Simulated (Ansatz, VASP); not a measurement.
**One calculation of TiC, two programs**

```
Ti C
1.0
     0.00000    2.16391    2.16391
     2.16391    0.00000    2.16391
     2.16391    2.16391    0.00000
Ti C
1 1
Cartesian
  0.0000 0.0000 0.0000
  2.1639 2.1639 2.1639
```

Alike in both runs: functional r2SCAN; k mesh 16 × 16 × 16; occupations gaussian, width 0.1 eV; no spin polarisation.

Ansatz relaxed the structure, and its values are those at the end. VASP's run is a single point on that final structure, the one shown.

|  | VASP | Ansatz |
| --- | --- | --- |
| version | VASP 6.6.1 | Ansatz 0.2.0 |
| potentials or method | VASP PAW PBE potentials, release 64 (Ti_sv, C), cutoff 520 eV | scalar-relativistic, plane waves, PAW |
| valence electrons in the cell | 16 | 16 |

```csv
,VASP,Ansatz,Ansatz less VASP
gap on the k mesh at the Fermi level (eV),none,none,-
pressure (GPa),1.0,0.0,-0.96
```

VASP's potentials were made for PBE, not for r2SCAN. A gap of «none» marks a metal or a gap that the smearing closes. The functional is the same, so the differences come from potentials, cutoffs and numerics.
